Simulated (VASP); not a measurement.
# AlGa (P6_3/mmc) in VASP: notebook

Runs on AlGa. Level: PBE. Tasks: elastic constants, single point.

Program: VASP 6.6.1. These are calculated values, not measurements. Logs are shortened: lines on timing, memory, paths and dates and some standing lists are left out, and cuts for length are marked.

## Step 1: The cell of the first run

It takes space group P6_3/mmc (No. 194, hexagonal). Conventional cell: a = 4.126 Å, b = 4.126 Å, c = 5.358 Å, α = 90.00°, β = 90.00°, γ = 120.00°. Al (site symmetry -3m) has 2 Al at 2.68 Å and 6 Ga at 2.73 Å within 3.5 Å. Within 3.6 Å of Ga (site symmetry -6m2) lie 6 Al at 2.73 Å and 6 Ga at 3.59 Å.

## Step 2: Elastic constants, PBE

INCAR reads:

```
SYSTEM = AlGa
ALGO = Normal
EDIFF = 1E-8
ENCUT = 500
GGA = PE
GGA_COMPAT = .False.
IBRION = 6
ISIF = 3
ISMEAR = -1
KPAR = 4
LASPH = .True.
LCHARG = .True.
LREAL = .False.
LWAVE = .False.
NELM = 120
NFREE = 2
NSW = 1
POTIM = 0.015
PREC = Accurate
SIGMA = 0.15
```

KPOINTS reads:

```
k-points
0
Gamma
  12 12 10
  0 0 0
```

POSCAR reads:

```
AlGa
1.0
    4.1260578499      0.0000000000      0.0000000000
   -2.0630289249      3.5732709155      0.0000000000
    0.0000000000      0.0000000000      5.3583884852
Al Ga
2 2
Direct
    0.0000000000      0.0000000000      0.0000000000
    0.0000000000      0.0000000000      0.5000000000
    0.3333333333      0.6666666667      0.2500000000
    0.6666666667      0.3333333333      0.7500000000
```

Potentials or basis: VASP PAW PBE potentials, release 64 (Al, Ga_d).

The run is started by

```sh
> cat potpaw_PBE.64/Al/POTCAR potpaw_PBE.64/Ga_d/POTCAR > POTCAR
> mpirun -np 4 vasp_std > vasp.out
```

OUTCAR:

```text
SYSTEM = AlGa
   EDIFF = 1E-8
   ENCUT = 500
   GGA = PE
   IBRION = 6
   ISIF = 3
   ISMEAR = -1
   LASPH = .True.
   LREAL = .False.
   NELM = 120
   NFREE = 2
   NSW = 1
   POTIM = 0.015
   PREC = Accurate

 ion  position               nearest neighbor table
   1  0.000  0.000  0.000-   2 2.68   2 2.68   4 2.73   3 2.73   3 2.73   4 2.73   4 2.73   3 2.73

   2  0.000  0.000  0.500-   1 2.68   1 2.68   4 2.73   3 2.73   3 2.73   4 2.73   4 2.73   3 2.73

   3  0.333  0.667  0.250-   1 2.73   2 2.73   1 2.73   2 2.73   1 2.73   2 2.73
   4  0.667  0.333  0.750-   1 2.73   2 2.73   1 2.73   2 2.73   1 2.73   2 2.73

  LATTYP: Found a hexagonal cell.
 ALAT       =     4.1260578499
 C/A-ratio  =     1.2986702272

  Lattice vectors:

 A1 = (   4.1260578499,   0.0000000000,   0.0000000000)
 A2 = (  -2.0630289249,   3.5732709155,   0.0000000000)
 A3 = (   0.0000000000,   0.0000000000,   5.3583884852)

Analysis of symmetry for initial positions (statically):
=====================================================================
 Subroutine PRICEL returns:
 Original cell was already a primitive cell.

 Routine SETGRP: Setting up the symmetry group for a
 hexagonal supercell.

 Subroutine GETGRP returns: Found 24 space group operations
 (whereof 12 operations were pure point group operations)
 out of a pool of 24 trial point group operations.

The static configuration has the point symmetry D_3d.
 The point group associated with its full space group is D_6h.

Analysis of symmetry for dynamics (positions and initial velocities):
=====================================================================
 Subroutine PRICEL returns:
 Original cell was already a primitive cell.

 Routine SETGRP: Setting up the symmetry group for a
 hexagonal supercell.

 Subroutine GETGRP returns: Found 24 space group operations
 (whereof 12 operations were pure point group operations)
 out of a pool of 24 trial point group operations.

[... 910 lines left out ...]
  ext. energy  EPLUGINS =         0.00000000
  ---------------------------------------------------
  free energy    TOTEN  =       -13.00124332 eV

  energy without entropy =      -12.88151047  energy(sigma->0) =      -12.94137689

 E-fermi :   5.3905     XC(G=0): -10.0331

 val. band max:        5.3838406001   @ k =  -0.0000   0.4167   0.4000
 cond. band min:       5.4085402780   @ k =  -0.0833   0.4167   0.3000
 fundamental gap:      0.0246996779
 Fermi energy:         5.3904560324

 k-point     1 :       0.0000    0.0000    0.0000
  band No.  band energies     occupation
      1      -9.3500      2.00000
      2      -9.3500      2.00000
      3      -9.3383      2.00000
      4      -9.3254      2.00000
      5      -9.3254      2.00000
      6      -9.3122      2.00000
[... 574 lines left out ...]
  FREE ENERGIE OF THE ION-ELECTRON SYSTEM (eV)
  ---------------------------------------------------
  free  energy   TOTEN  =       -13.0012433158 eV

  energy  without entropy=      -12.8815104659  energy(sigma->0) =      -12.94137689

 INTERNAL STRAIN TENSORS FROM STRAINED CELLS
 ============================================

 INTERNAL STRAIN TENSOR FOR ION    1 for displacements in x,y,z  (eV/Angst):
          X           Y           Z          XY          YZ          ZX
  --------------------------------------------------------------------------------
  x     0.00000     0.00000    -0.00000    -0.00000     0.00000    -0.00000
  y     0.00000     0.00000     0.00000    -0.00000     0.00000     0.00000
  z     0.00000     0.00000     0.00000     0.00000     0.00000     0.00000

 INTERNAL STRAIN TENSORS FROM DISPLACED ATOMS
 ============================================

 INTERNAL STRAIN TENSOR FOR ION    1 for displacements in x,y,z  (eV/Angst):
          X           Y           Z          XY          YZ          ZX
  --------------------------------------------------------------------------------
  x     0.00000     0.00000     0.00000     0.00000     0.00000     0.00000
  y     0.00000     0.00000     0.00000     0.00000     0.00000     0.00000
  z     0.00000     0.00000     0.00000     0.00000     0.00000     0.00000

 INTERNAL STRAIN TENSOR FOR ION    4 for displacements in x,y,z  (eV/Angst):
          X           Y           Z          XY          YZ          ZX
  --------------------------------------------------------------------------------
  x    -0.00000     0.00000    -0.00000    -4.80295     0.00000     0.00000
  y    -4.80295     4.80295     0.00000     0.00000     0.00000     0.00000
  z     0.00000     0.00000    -0.00000     0.00000     0.00000     0.00000

 Eigenvectors and eigenvalues of the dynamical matrix
 ----------------------------------------------------

   1 f  =   10.274317 THz    64.555441 2PiTHz  342.714341 cm-1    42.491144 meV
             X         Y         Z           dx          dy          dz
      0.000000  0.000000  0.000000    -0.000000    0.000000    0.707107
      0.000000  0.000000  2.679194     0.000000   -0.000000   -0.707107
     -0.000000  2.382181  1.339597     0.000000   -0.000000   -0.000000
      2.063029  1.191090  4.018791    -0.000000   -0.000000   -0.000000
[... 71 lines left out ...]
  12 f/i=    0.016153 THz     0.101493 2PiTHz    0.538810 cm-1     0.066804 meV
             X         Y         Z           dx          dy          dz
      0.000000  0.000000  0.000000    -0.000000   -0.000000   -0.375425
      0.000000  0.000000  2.679194    -0.000000   -0.000000   -0.375425
     -0.000000  2.382181  1.339597    -0.000000   -0.000000   -0.599213
      2.063029  1.191090  4.018791    -0.000000   -0.000000   -0.599213

--------------------------------------------------------------------------------------------------------

 ELASTIC MODULI CONTR FROM IONIC RELAXATION (kBar)
 Direction    XX          YY          ZZ          XY          YZ          ZX
 --------------------------------------------------------------------------------
 XX        -272.3959    272.3959     -0.0000     -0.0000      0.0000     -0.0000
 YY         272.3959   -272.3959     -0.0000     -0.0000      0.0000      0.0000
 ZZ          -0.0000     -0.0000     -0.0000     -0.0000      0.0000      0.0000
 XY          -0.0000     -0.0000     -0.0000   -272.3959      0.0000     -0.0000
 YZ           0.0000      0.0000      0.0000      0.0000      0.0000      0.0000
 ZX          -0.0000      0.0000      0.0000     -0.0000      0.0000     -0.0000
 --------------------------------------------------------------------------------

 TOTAL ELASTIC MODULI (kBar)
 Direction    XX          YY          ZZ          XY          YZ          ZX
 --------------------------------------------------------------------------------
 XX         672.7637    585.9920    374.5608      0.0000      0.0000      0.0000
 YY         585.9920    672.7637    374.5608      0.0000      0.0000     -0.0000
 ZZ         374.5608    374.5608   1108.5710      0.0000      0.0000      0.0000
 XY           0.0000      0.0000      0.0000     43.3859      0.0000      0.0000
 YZ           0.0000      0.0000      0.0000      0.0000    217.8546      0.0000
 ZX          -0.0000      0.0000      0.0000      0.0000      0.0000    217.8546
 --------------------------------------------------------------------------------
```

stdout:

```text
POSCAR found type information on POSCAR AlGa
 POSCAR found :  2 types and       4 ions
 scaLAPACK will be used
 LDA part: xc-table for (Slater+PW92), standard interpolation
 POSCAR, INCAR and KPOINTS ok, starting setup
 FFT: planning ... GRIDC
 FFT: planning ... GRID_SOFT
 FFT: planning ... GRID
 WAVECAR not read
 entering main loop
 Found     4 degrees of freedom:
 Adding 6 more for cell shape distortion
 Finite differences POTIM= 0.01500 DOF=  10
 bond charge predicted
 Finite differences progress:
 bond charge predicted
 Finite differences progress:
 bond charge predicted
 Finite differences progress:
 bond charge predicted
 Finite differences progress:
 bond charge predicted
 Finite differences progress:
 bond charge predicted
 Finite differences progress:
 bond charge predicted
 Finite differences progress:
 bond charge predicted
 Finite differences progress:
 bond charge predicted
 Finite differences progress:
 bond charge predicted
 Finite differences progress:
 bond charge predicted
 Finite differences progress:
 bond charge predicted
 Finite differences progress:
 bond charge predicted
 Finite differences progress:
 bond charge predicted
 Finite differences progress:
 bond charge predicted
 Finite differences progress:
 bond charge predicted
 Finite differences progress:
 bond charge predicted
 Finite differences progress:
 bond charge predicted
 Finite differences progress:
 bond charge predicted
 Finite differences progress:
 bond charge predicted
 Finite differences progress:
```

It took 10 min on 4 MPI ranks of Intel Xeon 6975P-C (Granite Rapids), shared host; peak memory 0.98 GiB.

What came out:

* Voigt bulk modulus: 57 GPa
* Highest phonon frequency at Γ: 343 cm⁻¹

Phonon frequencies in cm⁻¹ (negative: imaginary):
| q point | frequencies |
| --- | --- |
| (0.000, 0.000, 0.000) | -1 0 0 94 116 116 156 156 168 230 230 343 |

Elastic tensor in Voigt notation (GPa, in the Cartesian axes of the cell as first typed):
```
 67  59  37   0   0   0
 59  67  37   0   0   0
 37  37 111   0   0   0
  0   0   0  22   0   0
  0   0   0   0  22   0
  0   0   0   0   0   4
```

Clamped-ion elastic tensor (GPa):
```
 95  31  37   0   0   0
 31  95  37   0   0   0
 37  37 111   0   0   0
  0   0   0  22   0   0
  0   0   0   0  22   0
  0   0   0   0   0  32
```

## Step 3: Single point, PBE

POSCAR reads:

```
AlGa
1.0
    4.1332379954      0.0000000000      0.0000000000
   -2.0666189977      3.5794891039      0.0000000000
    0.0000000000      0.0000000000      5.3332661000
Al Ga
2 2
Direct
    0.0000000000      0.0000000000      0.0000000000
    0.0000000000      0.0000000000      0.5000000000
    0.3333333333      0.6666666667      0.2500000000
    0.6666666667      0.3333333333      0.7500000000
```

INCAR.step1 reads:

```
SYSTEM = AlGa
PREC = Accurate ; ENCUT = 520
EDIFF = 1E-7 ; ISMEAR = 0
SIGMA = 0.1 ; LREAL = .False.
LASPH = .True. ; NELM = 100
ALGO = Fast ; ISIF = 2
LWAVE = .False. ; LCHARG = .True.
GGA = PE ; NBANDS = 24
```

KPOINTS.step1 reads:

```
regular mesh
0
Gamma
  12 12 10
  0 0 0
```

INCAR.step2 reads:

```
SYSTEM = AlGa
PREC = Accurate ; ENCUT = 520
EDIFF = 1E-7 ; ISMEAR = -5
SIGMA = 0.1 ; LREAL = .False.
LASPH = .True. ; NELM = 100
ALGO = Fast ; ISIF = 2
LWAVE = .False. ; LCHARG = .False.
GGA = PE ; LORBIT = 10
NEDOS = 2001 ; ICHARG = 11
```

KPOINTS.step2 reads:

```
regular mesh
0
Gamma
  18 18 15
  0 0 0
```

Potentials or basis: VASP PAW PBE potentials, release 64 (Al, Ga_d).

The run is started by

```sh
> cat potpaw_PBE.64/Al/POTCAR potpaw_PBE.64/Ga_d/POTCAR > POTCAR
> cp INCAR.step1 INCAR
> cp KPOINTS.step1 KPOINTS
> mpirun -np 1 vasp_std > vasp.out
> cp INCAR.step2 INCAR
> cp KPOINTS.step2 KPOINTS
> mpirun -np 1 vasp_std > vasp.out
```

OUTCAR:

```text
SYSTEM = AlGa
   PREC = Accurate
   ENCUT = 520
   EDIFF = 1E-7
   ISMEAR = -5
   LREAL = .False.
   LASPH = .True.
   NELM = 100
   ISIF = 2
   GGA = PE
   LORBIT = 10
   ICHARG = 11

 ion  position               nearest neighbor table
   1  0.000  0.000  0.000-   2 2.67   2 2.67   4 2.73   3 2.73   3 2.73   4 2.73   4 2.73   3 2.73

   2  0.000  0.000  0.500-   1 2.67   1 2.67   4 2.73   3 2.73   3 2.73   4 2.73   4 2.73   3 2.73

   3  0.333  0.667  0.250-   1 2.73   2 2.73   1 2.73   2 2.73   1 2.73   2 2.73
   4  0.667  0.333  0.750-   1 2.73   2 2.73   1 2.73   2 2.73   1 2.73   2 2.73

  LATTYP: Found a hexagonal cell.
 ALAT       =     4.1332379954
 C/A-ratio  =     1.2903360769

[... 758 lines left out ...]
  external PRESSURE =       0.1430259 kB  Pullay stress =       0.0000000 kB

 VOLUME and BASIS-vectors are now :
 -----------------------------------------------------------------------------
  energy-cutoff  :      520.00
  volume of cell :       78.91
      direct lattice vectors                 reciprocal lattice vectors
     4.133237995  0.000000000  0.000000000     0.241941064  0.139684739  0.000000000
    -2.066618998  3.579489104  0.000000000     0.000000000  0.279369477  0.000000000
     0.000000000  0.000000000  5.333266100     0.000000000  0.000000000  0.187502364

 POSITION                                       TOTAL-FORCE (eV/Angst)
 -----------------------------------------------------------------------------------
      0.00000      0.00000      0.00000         0.000000      0.000000     -0.000000
      0.00000      0.00000      2.66663         0.000000      0.000000     -0.000000
     -0.00000      2.38633      1.33332         0.000000      0.000000      0.000000
      2.06662      1.19316      3.99995        -0.000000     -0.000000      0.000000
 -----------------------------------------------------------------------------------
    total drift:                               -0.000000      0.000000     -0.000000

  FREE ENERGIE OF THE ION-ELECTRON SYSTEM (eV)
  ---------------------------------------------------
  free  energy   TOTEN  =       -12.9379905036 eV

  energy  without entropy=      -12.9379905036  energy(sigma->0) =      -12.93799050

 total charge

# of ion       s       p       d       tot
------------------------------------------
    1        0.433   0.346   0.000   0.779
    2        0.433   0.346   0.000   0.779
    3        0.990   0.666   9.944  11.600
    4        0.990   0.666   9.944  11.600
--------------------------------------------------
tot          2.846   2.024  19.888  24.759
```

OUTCAR.step1:

```text
SYSTEM = AlGa
   PREC = Accurate
   ENCUT = 520
   EDIFF = 1E-7
   ISMEAR = 0
   LREAL = .False.
   LASPH = .True.
   NELM = 100
[... 882 lines left out ...]
      0.00000      0.00000      2.66663         0.000000     -0.000000     -0.000000
     -0.00000      2.38633      1.33332        -0.000000     -0.000000      0.000000
      2.06662      1.19316      3.99995         0.000000      0.000000      0.000000
 -----------------------------------------------------------------------------------
    total drift:                                0.000000      0.000000      0.000000

  FREE ENERGIE OF THE ION-ELECTRON SYSTEM (eV)
  ---------------------------------------------------
  free  energy   TOTEN  =       -12.9465091794 eV

  energy  without entropy=      -12.9384927652  energy(sigma->0) =      -12.94250097
```

Run time: 8.6 min. Hardware: 1 thread of Intel Xeon Platinum 8259CL at 2.50GHz (Skylake/Cascade Lake), shared host; peak memory 0.51 GiB.

Results:

```yaml
Valence_electrons_inside_the_program's_atomic_spheres: Al 0.78; Ga 11.60
```

Caveat: tetrahedron occupations give inexact forces and stress in metals.
